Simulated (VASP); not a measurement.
# Ga (C2/c) in VASP: a series of runs

The runs below take Ga through single point, with LDA, RPBE, revPBE, BLYP.

Everything below comes from runs of VASP 6.6.1. Logs are shortened: lines on timing, memory, paths and dates and some standing lists are left out, and cuts for length are marked.

## Step 1: The cell of the first run

Symmetry: C2/c, No. 15, monoclinic system. Conventional cell: a = 2.766 Å, b = 8.053 Å, c = 3.332 Å, α = 90.00°, β = 92.02°, γ = 90.00°. Within 3.5 Å of Ga (site symmetry 2) lie 10 Ga at 2.69 to 3.33 Å.

## Step 2: Single point, LDA

INCAR reads:

```
PREC = Accurate
ENCUT = 520
EDIFF = 1E-6
ISMEAR = -1
SIGMA = 0.05
LREAL = False
LASPH = True
NELM = 100
ALGO = Fast
ISIF = 2
LWAVE = False
LCHARG = False
NBANDS = 20
```

KPOINTS reads:

```
regular mesh
0
Gamma
  10 10 8
```

POSCAR reads:

```
Ga
1.0
    1.3830000000     -4.0265000000      0.0000000000
    1.3830000000      4.0265000000      0.0000000000
   -0.1174474948      0.0000000000      3.3299294416
Ga
2
Direct
    0.1310000000      0.8690000000      0.7500000000
    0.8690000000      0.1310000000      0.2500000000
```

Potentials or basis: VASP PAW LDA potentials, release 64 (Ga_d).

Started as:

```sh
$ cat potpaw_LDA.64/Ga_d/POTCAR > POTCAR
$ mpirun -np 1 vasp_std > vasp.out
```

OUTCAR:

```text
PREC = Accurate
   ENCUT = 520
   EDIFF = 1E-6
   ISMEAR = -1
   LREAL = False
   LASPH = True
   NELM = 100
   ISIF = 2

 ion  position               nearest neighbor table
   1  0.131  0.869  0.750-   2 2.69   2 2.69   2 2.86   2 2.86   2 2.92   2 2.92
   2  0.869  0.131  0.250-   1 2.69   1 2.69   1 2.86   1 2.86   1 2.92   1 2.92

  LATTYP: Found a base centered monoclinic cell.
 ALAT       =     2.7660000000
 B/A-ratio  =     2.9114244396
 C/A-ratio  =     1.2046276211
 COS(beta)  =    -0.0352483478

  Lattice vectors:

 A1 = (   1.3830000000,  -4.0265000000,   0.0000000000)
 A2 = (   1.3830000000,   4.0265000000,   0.0000000000)
 A3 = (  -0.1174474948,   0.0000000000,   3.3299294416)

Analysis of symmetry for initial positions (statically):
=====================================================================
 Subroutine PRICEL returns:
 Original cell was already a primitive cell.

 Routine SETGRP: Setting up the symmetry group for a
 base centered monoclinic supercell.

 Subroutine GETGRP returns: Found  4 space group operations
 (whereof  2 operations were pure point group operations)
 out of a pool of  4 trial point group operations.

The static configuration has the point symmetry S_2 .
 The point group associated with its full space group is C_2h.

Analysis of symmetry for dynamics (positions and initial velocities):
=====================================================================
 Subroutine PRICEL returns:
 Original cell was already a primitive cell.

 Routine SETGRP: Setting up the symmetry group for a
 base centered monoclinic supercell.

 Subroutine GETGRP returns: Found  4 space group operations
 (whereof  2 operations were pure point group operations)
 out of a pool of  4 trial point group operations.

The dynamic configuration has the point symmetry S_2 .
 The point group associated with its full space group is C_2h.

 Subroutine INISYM returns: Found  4 space group operations
 (whereof  2 operations are pure point group operations),
 and found     1 'primitive' translations

----------------------------------------------------------------------------------------

                                     Primitive cell

  volume of cell :      37.0864

  direct lattice vectors                    reciprocal lattice vectors
     1.383000000 -4.026500000  0.000000000     0.361532899 -0.124177325  0.012751361
     1.383000000  4.026500000  0.000000000     0.361532899  0.124177325  0.012751361
    -0.117447495  0.000000000  3.329929442     0.000000000  0.000000000  0.300306663

  length of vectors
     4.257392541  4.257392541  3.332000000     0.382476983  0.382476983  0.300306663

  position of ions in fractional coordinates (direct lattice)
     0.131000000  0.869000000  0.750000000
     0.869000000  0.131000000  0.250000000

  ion indices of the primitive-cell ions
   primitive index   ion index
                 1           1
                 2           2

----------------------------------------------------------------------------------------

 KPOINTS: regular mesh

Automatic generation of k-mesh.
 Grid dimensions read from file:
 generate k-points for:   10   10    8

 Generating k-lattice:

  Cartesian coordinates                     Fractional coordinates (reciprocal lattice)
     0.036153290 -0.012417733  0.001275136     0.100000000  0.000000000 -0.000000000
     0.036153290  0.012417733  0.001275136     0.000000000  0.100000000 -0.000000000
     0.000000000  0.000000000  0.037538333     0.000000000  0.000000000  0.125000000

  Length of vectors
     0.038247698  0.038247698  0.037538333

  Shift w.r.t. Gamma in fractional coordinates (k-lattice)
     0.000000000  0.000000000  0.000000000

 Subroutine IBZKPT returns following result:
 ===========================================

 Found    227 irreducible k-points:

 Following reciprocal coordinates:
            Coordinates               Weight
  0.000000  0.000000  0.000000      1.000000
  0.100000 -0.000000  0.000000      4.000000
  0.200000 -0.000000  0.000000      4.000000
  0.300000 -0.000000  0.000000      4.000000
  0.400000 -0.000000  0.000000      4.000000
  0.500000 -0.000000  0.000000      2.000000
[... 16 lines left out ...]
  0.300000  0.300000  0.000000      2.000000
  0.400000  0.300000  0.000000      4.000000
 [... further k-points ...]
   k-points           NKPTS =    227   k-points in BZ     NKDIM =    227   number of bands    NBANDS=     20
   number of dos      NEDOS =    301   number of ions     NIONS =      2
   total plane-waves  NPLWV =  28672
   dimension x,y,z NGX =    32 NGY =   32 NGZ =   28
   dimension x,y,z NGXF=    64 NGYF=   64 NGZF=   56
   ions per type =               2
   NGX,Y,Z   is equivalent  to a cutoff of  12.50, 12.50, 13.97 a.u.
   NGXF,Y,Z  is equivalent  to a cutoff of  24.99, 24.99, 27.94 a.u.
 SYSTEM =  unknown system
   PREC   = accura    normal or accurate (medium, high low for compatibility)
   ISTART =      0    job   : 0-new  1-cont  2-samecut
   ICHARG =      2    charge: 1-file 2-atom 10-const
   ISPIN  =      1    spin polarized calculation?
   LNONCOLLINEAR =      F non collinear calculations
   LSORBIT =      F    spin-orbit coupling
   LASPH  =      T    aspherical Exc in radial PAW
   ENCUT  =  520.0 eV  38.22 Ry    6.18 a.u.   7.92  7.92  6.20*2*pi/ulx,y,z
   NELM   =    100;   NELMIN=  2; NELMDL= -5     # of ELM steps
   EDIFF  = 0.1E-05   stopping-criterion for ELM
   LREAL  =      F    real-space projection
   EDIFFG = 0.1E-04   stopping-criterion for IOM
   NSW    =      0    number of steps for IOM
   IBRION =     -1    ionic relax: 0-MD 1-quasi-New 2-CG
   NFREE  =      0    steps in history (QN), initial steepest desc. (CG)
   ISIF   =      2    stress and relaxation
   ISYM   =      2    0-nonsym 1-usesym 2-fastsym
   POTIM  = 0.5000    time-step for ionic-motion
   TEBEG  =    0.0;   TEEND  =   0.0 temperature during run
   PSTRESS=    0.0 pullay stress
   NELECT =      26.0000    total number of electrons
   NUPDOWN=      -1.0000    fix difference up-down
   EMIN   =  10.00;   EMAX   =-10.00  energy-range for DOS
   EFERMI =   0.00;   METHOD = LEGACY
   ISMEAR =    -1;   SIGMA  =   0.05  broadening in eV -4-tet -1-fermi 0-gaus
   EFERMI_NEDOS =   21; number of points for ismear=-14 and -15
   IALGO  =     68    algorithm
   IMIX   =      4    mixing-type and parameters
     AMIX     =   0.40;   BMIX     =  1.00
     AMIX_MAG =   1.60;   BMIX_MAG =  1.00
  volume/ion in A,a.u.               =      18.54       125.14
  Fermi-wavevector in a.u.,A,eV,Ry     =   1.454323  2.748273 28.777089  2.115056
  Thomas-Fermi vector in A             =   2.571487
   LORBIT       =      0    0 simple, 1 ext, 2 COOP (PROOUT), +10 PAW based schemes
   GGA     = CA    functional components
   LHFCALC =     F    Hartree Fock is set to
   AEXX    =    0.0000 exact exchange contribution
   IVDW    =     0    specifies the selected vdW correction
   LEPSILON=     F    determine dielectric tensor
   LRPA    =     F    only Hartree local field effects (RPA)
 non-spin polarized calculation
 RMM-DIIS sequential band-by-band and
  energy-cutoff  :      520.00
  volume of cell :       37.09
 maximum number of plane-waves:      1014
   NGX = 15   NGY = 15   NGZ = 13

 number of electron      26.0000006 magnetization

 Free energy of the ion-electron system (eV)
  ---------------------------------------------------
  ext. energy  EPLUGINS =         0.00000000
  ---------------------------------------------------
  free energy    TOTEN  =        -7.13489247 eV

  energy without entropy =       -7.12887622  energy(sigma->0) =       -7.13188434

 E-fermi :   5.3833     XC(G=0): -11.3714

 val. band max:        5.3616539021   @ k =   0.5000  -0.0000   0.0000
 cond. band min:       5.3834511545   @ k =  -0.1000  -0.2000   0.2500
 fundamental gap:      0.0217972524
 Fermi energy:         5.3832788771

 k-point     1 :       0.0000    0.0000    0.0000
  band No.  band energies     occupation
      1      -9.8436      2.00000
      2      -9.8319      2.00000
      3      -9.7983      2.00000
      4      -9.7731      2.00000
      5      -9.4990      2.00000
      6      -9.4989      2.00000
[... 12 lines left out ...]
     19      16.0331      0.00000
     20      18.5803      0.00000

 k-point     2 :       0.1000   -0.0000    0.0000
  band No.  band energies     occupation
      1      -9.8356      2.00000
      2      -9.8157      2.00000
      3      -9.7763      2.00000
      4      -9.7353      2.00000
      5      -9.5180      2.00000
      6      -9.5161      2.00000
[... 12 lines left out ...]
     19      16.4224      0.00000
     20      19.4290      0.00000

 k-point     3 :       0.2000   -0.0000    0.0000
  band No.  band energies     occupation
      1      -9.8151      2.00000
      2      -9.7816      2.00000
      3      -9.7194      2.00000
      4      -9.6450      2.00000
      5      -9.5660      2.00000
      6      -9.5570      2.00000
[... 12 lines left out ...]
     19      16.6230      0.00000
     20      20.4649      0.00000

 k-point     4 :       0.3000   -0.0000    0.0000
  band No.  band energies     occupation
      1      -9.7919      2.00000
      2      -9.7482      2.00000
      3      -9.6719      2.00000
      4      -9.6476      2.00000
      5      -9.6273      2.00000
      6      -9.5358      2.00000
[... 12 lines left out ...]
     19      16.8463      0.00000
     20      19.0349      0.00000

 k-point     5 :       0.4000   -0.0000    0.0000
  band No.  band energies     occupation
      1      -9.7756      2.00000
      2      -9.7474      2.00000
      3      -9.6843      2.00000
      4      -9.6718      2.00000
      5      -9.6515      2.00000
      6      -9.5474      2.00000
[... 12 lines left out ...]
     19      16.0724      0.00000
     20      17.7093      0.00000
[... 353 lines left out ...]
      6      -9.5475      2.00000
[... 12 lines left out ...]
     19      16.0987      0.00000
     20      19.7045      0.00000

 k-point    22 :      -0.2000    0.2000    0.0000
  band No.  band energies     occupation
      1      -9.8620      2.00000
      2      -9.8006      2.00000
      3      -9.7826      2.00000
      4      -9.7201      2.00000
      5      -9.5436      2.00000
      6      -9.5223      2.00000
[... 12 lines left out ...]
     19      17.2802      0.00000
     20      17.5789      0.00000

 k-point    23 :       0.3000    0.3000    0.0000
  band No.  band energies     occupation
      1      -9.7719      2.00000
      2      -9.7583      2.00000
      3      -9.6753      2.00000
      4      -9.6279      2.00000
      5      -9.5871      2.00000
      6      -9.5679      2.00000
[... 12 lines left out ...]
     19      15.0432      0.00000
     20      16.7276      0.00000

 k-point    24 :       0.4000    0.3000    0.0000
  band No.  band energies     occupation
      1      -9.7398      2.00000
      2      -9.7368      2.00000
      3      -9.6624      2.00000
      4      -9.6302      2.00000
      5      -9.6056      2.00000
      6      -9.5582      2.00000
[... 12 lines left out ...]
     19      15.0954      0.00000
     20      17.2916      0.00000

 [... further k-points ...]
[... 5 lines left out ...]
  --------------------------------------------------------------------------------------
  -------------------------------------------------------------------------------------
  Total       -0.8023628     -0.9112233     -1.0292332      0.0000000      0.0000000      0.0893999
  in kB      -34.6630259    -39.3659287    -44.4640970      0.0000000      0.0000000      3.8621800
  external PRESSURE =     -39.4976839 kB  Pullay stress =       0.0000000 kB

 VOLUME and BASIS-vectors are now :
 -----------------------------------------------------------------------------
  energy-cutoff  :      520.00
  volume of cell :       37.09
      direct lattice vectors                 reciprocal lattice vectors
     1.383000000 -4.026500000  0.000000000     0.361532899 -0.124177325  0.012751361
     1.383000000  4.026500000  0.000000000     0.361532899  0.124177325  0.012751361
    -0.117447495  0.000000000  3.329929442     0.000000000  0.000000000  0.300306663

 POSITION                                       TOTAL-FORCE (eV/Angst)
 -----------------------------------------------------------------------------------
      1.29491      2.97156      2.49745        -0.000000     -0.183134      0.000000
      1.35364     -2.97156      0.83248         0.000000      0.183134     -0.000000
 -----------------------------------------------------------------------------------
    total drift:                                0.000000      0.000000     -0.000000

  FREE ENERGIE OF THE ION-ELECTRON SYSTEM (eV)
  ---------------------------------------------------
  free  energy   TOTEN  =        -7.1348924656 eV

  energy  without entropy=       -7.1288762212  energy(sigma->0) =       -7.13188434
```

It took 1.9 min on 1 thread of Intel Xeon 6975P-C, shared host; peak memory 0.25 GiB.

Results:

```
Free energy            : -7.1349 eV
Pressure               : -3.9 GPa
Largest force          : 0.183 eV/Å
Band gap on the k mesh : zero (band 13 reaches 9.36 eV, above the bottom of band 14 at 1.04 eV)
```

Forces in eV/Å, atoms in the order of the input:
```
Ga   0.000 -0.183  0.000
Ga   0.000  0.183  0.000
```

## Step 3: Single point, RPBE

INCAR reads:

```
SYSTEM = Ga
  ALGO = Fast
  EDIFF = 1E-7
  ENCUT = 520
  GGA = RP
  ISIF = 2
  ISMEAR = -1
  LASPH = .TRUE.
  LCHARG = .FALSE.
  LREAL = .FALSE.
  LWAVE = .FALSE.
  NBANDS = 20
  NELM = 80
  PREC = Accurate
  SIGMA = 0.05
```

KPOINTS reads:

```
k-points
0
G
  10 10 8
  0 0 0
```

POSCAR is that of step 2.

Potentials or basis: VASP PAW PBE potentials, release 64 (Ga_d).

Started as:

```sh
$ cat potpaw_PBE.64/Ga_d/POTCAR > POTCAR
$ mpirun -np 1 vasp_std > vasp.out
```

It took 2.6 min on 1 thread of Intel Xeon 6975P-C, shared host; peak memory 0.27 GiB.

It converged, with:

- Free energy: -5.0352 eV
- Pressure: 3.6 GPa
- Largest force: 0.211 eV/Å
- Band gap on the k mesh: zero (band 13 reaches 9.79 eV, above the bottom of band 14 at 1.38 eV)

Forces in eV/Å, atoms in the order of the input:
```
Ga   0.000 -0.211  0.000
Ga   0.000  0.211  0.000
```

Stress tensor (GPa, compression positive):
```
4.40 0.00 0.46
0.00 3.94 0.00
0.46 0.00 2.45
```

Levels at points of the mesh, in eV from the Fermi level:
```
           k point  band 9  band 10  band 11  band 12  band 13  band 14  band 15  band 16  band 17  band 18
(0.00, 0.00, 0.00)  -14.80   -14.67   -11.22    -2.10    -1.58     1.64     5.38     9.72    10.24    10.45
(0.50, 0.00, 0.00)  -14.73   -14.69    -6.03    -5.03    -1.35     0.03     5.81     6.63     8.46     9.31
(0.50, 0.50, 0.00)  -14.77   -14.73    -9.09    -8.59     4.01     4.59     5.83     6.06     7.58    10.93
(0.00, 0.00, 0.50)  -14.74   -14.74    -7.77    -7.77     1.68     1.68     2.46     2.46    11.71    11.71
(0.50, 0.00, 0.50)  -14.69   -14.69    -2.85    -2.82    -1.65    -1.49     1.75     2.30     4.29     4.74
(0.50, 0.50, 0.50)  -14.82   -14.82    -5.98    -5.98    -4.41    -4.41    10.89    10.89    11.85    11.85
```

Caveat: the PAW data sets were made with another functional, which shifts forces and pressure a little.

## Step 4: Single point, revPBE

INCAR reads:

```
SYSTEM = Ga
ALGO = Fast
EDIFF = 1E-7
ENCUT = 520
GGA = RE
ISIF = 2
ISMEAR = -1
LASPH = .TRUE.
LCHARG = .FALSE.
LREAL = .FALSE.
LWAVE = .FALSE.
NBANDS = 20
NELM = 60
PREC = Accurate
SIGMA = 0.05
```

KPOINTS is that of step 3.

POSCAR is that of step 3.

Started as:

```sh
$ cat potpaw_PBE.64/Ga_d/POTCAR > POTCAR
$ mpirun -np 1 vasp_std > vasp.out
```

Run time: 2.5 min. Hardware: 1 thread of Intel Xeon 6975P-C, shared host; peak memory 0.27 GiB.

Results (log left out):

```
Free energy            : -5.1671 eV
Pressure               : 3.0 GPa
Largest force          : 0.209 eV/Å
Band gap on the k mesh : zero (band 13 reaches 9.76 eV, above the bottom of band 14 at 1.35 eV)
```

Forces on the atoms (eV/Å):
```
Ga   0.000 -0.209  0.000
Ga   0.000  0.209  0.000
```

Stress tensor (GPa, compression positive):
```
3.80 0.00 0.45
0.00 3.34 0.00
0.45 0.00 1.92
```

Levels at points of the mesh, in eV from the Fermi level:
| k point | band 9 | band 10 | band 11 | band 12 | band 13 | band 14 | band 15 | band 16 | band 17 | band 18 |
| --- | --- | --- | --- | --- | --- | --- | --- | --- | --- | --- |
| (0.00, 0.00, 0.00) | -14.80 | -14.66 | -11.22 | -2.10 | -1.59 | 1.64 | 5.40 | 9.72 | 10.23 | 10.44 |
| (0.50, 0.00, 0.00) | -14.72 | -14.68 | -6.04 | -5.02 | -1.35 | 0.03 | 5.80 | 6.62 | 8.46 | 9.31 |
| (0.50, 0.50, 0.00) | -14.76 | -14.72 | -9.09 | -8.59 | 4.00 | 4.58 | 5.83 | 6.06 | 7.57 | 10.94 |
| (0.00, 0.00, 0.50) | -14.73 | -14.73 | -7.77 | -7.77 | 1.69 | 1.69 | 2.46 | 2.46 | 11.69 | 11.69 |
| (0.50, 0.00, 0.50) | -14.68 | -14.68 | -2.86 | -2.83 | -1.64 | -1.49 | 1.75 | 2.30 | 4.29 | 4.75 |
| (0.50, 0.50, 0.50) | -14.81 | -14.81 | -5.99 | -5.99 | -4.40 | -4.40 | 10.88 | 10.88 | 11.84 | 11.84 |

Caveat: the PAW data sets were made with another functional, which shifts forces and pressure a little.

## Step 5: Single point, BLYP

INCAR reads:

```
SYSTEM = Ga
  AGGAC = 1.0
  AGGAX = 1.0
  ALDAC = 0.0
  ALDAX = 1.0
  ALGO = Fast
  EDIFF = 1E-6
  ENCUT = 520
  GGA = B5
  ISIF = 2
  ISMEAR = -1
  LASPH = .True.
  LCHARG = .False.
  LREAL = .False.
  LWAVE = .False.
  NBANDS = 20
  NELM = 80
  PREC = Accurate
  SIGMA = 0.05
```

KPOINTS reads:

```
k-points
0
Gamma
  10 10 8
  0 0 0
```

POSCAR is that of step 4.

Started as:

```sh
$ cat potpaw_PBE.64/Ga_d/POTCAR > POTCAR
$ mpirun -np 1 vasp_std > vasp.out
```

Wall time 2.6 min (1 thread of Intel Xeon 6975P-C, shared host); peak memory 0.27 GiB.

The run converged. Its results:

- Free energy: -4.1703 eV
- Pressure: 7.0 GPa
- Largest force: 0.167 eV/Å
- Band gap on the k mesh: zero (band 13 reaches 10.06 eV, above the bottom of band 14 at 1.87 eV)

Forces in eV/Å, atoms in the order of the input:
```
Ga   0.000 -0.167  0.000
Ga   0.000  0.167  0.000
```

Stress tensor (GPa, compression positive):
```
7.37 0.00 0.34
0.00 7.11 0.00
0.34 0.00 6.49
```

Levels at points of the mesh, in eV from the Fermi level:
| k point | band 9 | band 10 | band 11 | band 12 | band 13 | band 14 | band 15 | band 16 | band 17 | band 18 |
| --- | --- | --- | --- | --- | --- | --- | --- | --- | --- | --- |
| (0.00, 0.00, 0.00) | -14.88 | -14.74 | -11.22 | -2.05 | -1.80 | 1.59 | 5.80 | 9.58 | 10.00 | 10.29 |
| (0.50, 0.00, 0.00) | -14.80 | -14.76 | -6.14 | -4.95 | -1.32 | -0.02 | 5.62 | 6.41 | 8.41 | 9.22 |
| (0.50, 0.50, 0.00) | -14.84 | -14.80 | -9.10 | -8.60 | 3.95 | 4.53 | 5.80 | 6.01 | 7.46 | 11.21 |
| (0.00, 0.00, 0.50) | -14.81 | -14.81 | -7.80 | -7.80 | 1.73 | 1.73 | 2.47 | 2.47 | 11.43 | 11.43 |
| (0.50, 0.00, 0.50) | -14.76 | -14.76 | -3.00 | -2.94 | -1.59 | -1.53 | 1.73 | 2.27 | 4.52 | 4.95 |
| (0.50, 0.50, 0.50) | -14.89 | -14.89 | -6.12 | -6.12 | -4.25 | -4.25 | 10.71 | 10.71 | 11.63 | 11.63 |

Caveat: the PAW data sets were made with another functional, which shifts forces and pressure a little.

## Step 6: Overview

| level | potentials or basis | further INCAR settings | gap on the mesh (eV) | pressure (GPa) | largest force (eV/Å) |
| --- | --- | --- | --- | --- | --- |
| LDA | VASP PAW LDA potentials, release 64 (Ga_d) | ALGO = Fast; EDIFF = 1e-06; NBANDS = 20 | none | -3.9 | 0.18 |
| RPBE | VASP PAW PBE potentials, release 64 (Ga_d) | ALGO = Fast; EDIFF = 1e-07; NBANDS = 20 | none | 3.6 | 0.21 |
| revPBE | VASP PAW PBE potentials, release 64 (Ga_d) | ALGO = Fast; EDIFF = 1e-07; NBANDS = 20 | none | 3.0 | 0.21 |
| BLYP | VASP PAW PBE potentials, release 64 (Ga_d) | ALGO = Fast; EDIFF = 1e-06; NBANDS = 20 | none | 7.0 | 0.17 |

Alike in all rows: task single point; no spin polarisation; cell as given; k mesh 10 × 10 × 8; cutoff (eV) 520; smearing fermi-dirac 0.05 eV.

Caveats: the PAW data sets were made with another functional, which shifts forces and pressure a little (some runs).

Total energies depend on the potentials used, so only differences within one code and one set of settings carry meaning.
